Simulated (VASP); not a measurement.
## ZnBi3: single point with PBE

ZnBi3:

```xyz
4
Lattice="4.6438 0.0000 0.0000 0.0000 4.6438 0.0000 0.0000 0.0000 4.6438" Properties=species:S:1:pos:R:3 pbc="T T T"
Bi    2.3219    2.3219    0.0000
Bi    2.3219    0.0000    2.3219
Bi    0.0000    2.3219    2.3219
Zn    0.0000    0.0000    0.0000
```

* Program: VASP 6.6.1
* Task: single point
* Functional: PBE
* Potentials or basis: VASP PAW PBE potentials, release 64 (Bi_d, Zn)
* Cutoff: 520 eV
* k mesh: 6 × 6 × 6
* Occupations: fermi-dirac, width 0.05 eV
* Spin: no spin polarisation
* Dipole correction: no
* Further INCAR settings: ALGO = Normal; EDIFF = 1e-07; NBANDS = 36

| Item | Value |
| --- | --- |
| Pressure | 10.0 GPa |

Levels at points of the mesh, in eV from the Fermi level:
| k point | band 24 | band 25 | band 26 | band 27 | band 28 | band 29 | band 30 | band 31 | band 32 | band 33 |
| --- | --- | --- | --- | --- | --- | --- | --- | --- | --- | --- |
| (0.00, 0.00, 0.00) | -4.42 | -4.42 | -4.42 | -2.28 | 1.21 | 1.21 | 1.21 | 2.55 | 2.55 | 2.55 |
| (0.50, 0.00, 0.00) | -3.57 | -2.84 | -2.84 | -1.55 | -1.55 | -0.58 | -0.49 | 3.20 | 3.20 | 3.33 |
| (0.50, 0.50, 0.00) | -5.99 | -2.73 | -1.25 | -1.25 | -1.00 | -0.56 | -0.56 | 0.68 | 2.25 | 4.62 |
| (0.50, 0.50, 0.50) | -6.32 | -5.04 | -5.04 | -5.04 | -3.22 | 4.78 | 4.78 | 5.32 | 5.32 | 5.32 |

Run time: 87 s on 1 thread of AMD EPYC 7R43 64-Core Processor (Zen 3), with other jobs on the host, peak memory 0.19 GiB.

Caveat: spin-orbit coupling is left out, which moves the levels of the heavy elements.
